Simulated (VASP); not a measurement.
A run of VASP 6.6.1:

INCAR

```
SYSTEM = Zr
  PREC = Accurate
  ENCUT = 520
  EDIFF = 1E-6
  ISMEAR = 1
  SIGMA = 0.2
  LREAL = .False.
  LASPH = .True.
  NELM = 60
  ALGO = Normal
  ISIF = 2
  LWAVE = .False.
  LCHARG = .False.
  GGA = PE
  NBANDS = 19
```

File KPOINTS:

```
regular mesh
0
Gamma
  11 11 6
  0 0 0
```

The input POSCAR:

```
Zr
1.0
    3.2318821451      0.0000000000      0.0000000000
   -1.6159410725      2.7988920397      0.0000000000
    0.0000000000      0.0000000000      5.1741041053
Zr
2
Direct
    0.3333333333      0.6666666667      0.2500000000
    0.6666666667      0.3333333333      0.7500000000
```

Potentials or basis: VASP PAW PBE potentials, release 64 (Zr_sv).

The run is started by

```sh
$ cat potpaw_PBE.64/Zr_sv/POTCAR > POTCAR
$ mpirun -np 1 vasp_std > vasp.out
```

Hardware: 1 thread of AMD EPYC 9R45 (Zen 5), on a shared host.

**Question.** Estimate the wall time of this run.

**Answer.** Wall time 35 s on 1 thread of AMD EPYC 9R45 (Zen 5), with other jobs on the host, peak memory 0.15 GiB. Counts: scf iterations 11, k points 64.
